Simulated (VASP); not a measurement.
A run of VASP 6.6.1 is set up as follows.

File INCAR:

```
SYSTEM = Ba8Zn3N6O3
ALGO = Normal
EDIFF = 1E-6
ENCUT = 520
GGA = PS
ISIF = 2
ISMEAR = 0
LASPH = .TRUE.
LCHARG = .FALSE.
LREAL = Auto
LWAVE = .FALSE.
NBANDS = 98
NELM = 100
PREC = Accurate
SIGMA = 0.05
```

File KPOINTS:

```
k-points
0
G
  4 4 4
  0 0 0
```

The input POSCAR:

```
Ba8Zn3N6O3
1.0
    4.0603386242      4.0603386242      0.0000000000
    4.0603386242     -8.1206772484      0.0000000000
    0.0000000000      0.0000000000     -9.0833214478
Ba Zn N O
8 3 6 3
Direct
   -0.0017496078     -0.0034992155      0.7893440787
    0.3218497571      0.6436995142      0.7829489511
    0.5489814700      0.0979630938      0.5693057358
    0.0039867775      0.0079735550      0.2431590705
    0.3393937783      0.6787875565      0.2350134818
    0.6691870436      0.3383739947      0.1851265542
    0.8265520795      0.6531043127      0.5112406323
    0.1712887514      0.3425775029      0.4924459655
    0.4915091699     -0.0169817528      1.0131178394
    0.8419780507      0.6839560089      1.0046987825
    0.1606995689      0.3213988916      0.9815940184
    0.5033177909      0.0066354893      0.2104620002
    0.8423794130      0.6847587334      0.2027102102
    0.1699925541      0.3399851082      0.1792016290
    0.4739052194     -0.0521896537      0.8187302456
    0.8445073143      0.6890147823      0.8068916246
    0.1521502820      0.3043003177      0.7844794485
    0.3196635684      0.6393271367      0.5060704971
    0.6816262360      0.3632523795      0.4562410374
    0.0137811987      0.0275623974      0.5160613358
```

Potentials or basis: VASP PAW PBE potentials, release 64 (Ba_sv, Zn, N, O).

Launch:

```bash
$ cat potpaw_PBE.64/Ba_sv/POTCAR potpaw_PBE.64/Zn/POTCAR potpaw_PBE.64/N/POTCAR potpaw_PBE.64/O/POTCAR > POTCAR
$ mpirun -np 1 vasp_std > vasp.out
```

(1) Predict the largest force.

(2) What does it give for the pressure?

(3) What does it give for the band gap on the k mesh?

## Answers

(1) 0.691 eV/Å.

(2) 0.9 GPa.

(3) zero (band 82 reaches 1.98 eV, above the bottom of band 83 at 1.83 eV).

Caveat: the PAW data sets were made with another functional, which shifts forces and pressure a little; spin-orbit coupling is left out, which moves the levels of the heavy elements.
